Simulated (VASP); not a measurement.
Write the native input for VASP 6.6.1 that does the following.

* Task: single point
* Functional: PBE
* Potentials or basis: VASP PAW PBE potentials, release 64 (Be, H)
* Cutoff: 520 eV
* k mesh: 14 × 14 × 14
* Occupations: gaussian, width 0.1 eV
* Spin: no spin polarisation
* Dipole correction: no
* Further INCAR settings: ALGO = Normal; EDIFF = 1e-07; NBANDS = 11

The structure of BeH4 lies in POSCAR:

```
BeH4
1.0
   -1.8290742536      1.8290742536      1.8290742536
    1.8290742536     -1.8290742536      1.8290742536
    1.8290742536      1.8290742536     -1.8290742536
Be H
1 4
Direct
    0.0000000000      0.0000000000      0.0000000000
    0.0000000000      0.5000000000      0.0000000000
    0.5000000000      0.0000000000      0.0000000000
    0.0000000000      0.0000000000      0.5000000000
    0.5000000000      0.5000000000      0.5000000000
```

One way to write it, as run:

INCAR

```
SYSTEM = BeH4
PREC     = Accurate       ! precision mode
ENCUT    = 520            ! plane-wave cutoff, eV
EDIFF    = 1E-7           ! SCF threshold, eV
ISMEAR   = 0              ! smearing method
SIGMA    = 0.1            ! smearing width, eV
LREAL    = .FALSE.        ! projectors in reciprocal space
LASPH    = .TRUE.         ! aspherical terms in the spheres
NELM     = 80             ! most SCF steps
ALGO     = Normal         ! electronic algorithm
ISIF     = 2              ! what is computed and relaxed
LWAVE    = .FALSE.        ! write WAVECAR
LCHARG   = .FALSE.        ! write CHGCAR
GGA      = PE             ! functional
NBANDS   = 11             ! bands
```

KPOINTS

```
regular mesh
0
G
  14 14 14
  0 0 0
```

Potentials or basis: VASP PAW PBE potentials, release 64 (Be, H).

Launch:

```console
$ cat potpaw_PBE.64/Be/POTCAR potpaw_PBE.64/H/POTCAR > POTCAR
$ mpirun -np 1 vasp_std > vasp.out
```

Results of the run:

```json
{
 "Pressure": "-0.2 GPa",
 "Band gap on the k mesh": "zero (band 3 reaches 4.48 eV, above the bottom of band 4 at -2.17 eV)"
}
```

It took 18 s on 1 thread of Intel(R) Xeon(R) Platinum 8375C CPU @ 2.90GHz (Ice Lake), on a shared host, peak memory 0.15 GiB.
